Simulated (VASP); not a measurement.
The system is Ni.

```
CELL_PARAMETERS angstrom
0.00000 1.89799 1.89799
1.89799 0.00000 1.89799
1.89799 1.89799 0.00000
ATOMIC_POSITIONS crystal
Ni 0.00000 0.00000 0.00000
```

This cell differs from its parent crystal: volume scaled by 1.25.

Base run:

* Program: VASP 6.6.1
* Functional: LDA
* Potentials or basis: VASP PAW LDA potentials, release 64 (Ni)
* Cutoff: 520 eV
* k mesh: 16 × 16 × 16
* Occupations: fermi-dirac, width 0.1 eV
* Spin: no spin polarisation

Its results: pressure -36.6 GPa.

Question: The run is repeated on the same cell with these changes: spin from no spin polarisation to collinear spin, ferromagnetic start; further incar settings from ALGO = Normal; EDIFF = 1e-07; NBANDS = 11 to ALGO = Normal; EDIFF = 1e-06; NBANDS = 15. What comes out?

Answer: Pressure -36.0 GPa; net moment 0.64 μB per cell; site moments Ni +0.66 μB.
